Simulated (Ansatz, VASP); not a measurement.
# One calculation of MoS, two programs

```
CELL_PARAMETERS angstrom
0.00000 2.75696 2.75696
2.75696 0.00000 2.75696
2.75696 2.75696 0.00000
ATOMIC_POSITIONS crystal
Mo 0.00000 0.00000 0.00000
S 0.25000 0.25000 0.25000
```

Alike in both runs: task single point; functional PBE; k mesh 6 × 6 × 6; occupations gaussian, width 0.05 eV; collinear spin.

|  | VASP | Ansatz |
| --- | --- | --- |
| version | VASP 6.6.1 | Ansatz 0.2.0 |
| potentials or method | VASP PAW PBE potentials, release 64 (Mo_sv, S), cutoff 520 eV | scalar-relativistic, plane waves, PAW |
| valence electrons in the cell | 20 | 20 |

Ansatz gave:

```
gap on the k mesh at the Fermi level (eV)                     : none
pressure (GPa)                                                : -9.2
net moment per atom (μB)                                      : 0.49
size of the moment on the site where the two differ most (μB) : 0.68
```

Q: Estimate VASP's values.

A: gap on the k mesh at the Fermi level (eV): none; pressure (GPa): -9.2; net moment per atom (μB): 0.49; size of the moment on the site where the two differ most (μB): 0.88.

Site moments also hang on the region over which each program counts them. A gap of «none» marks a metal or a gap that the smearing closes.
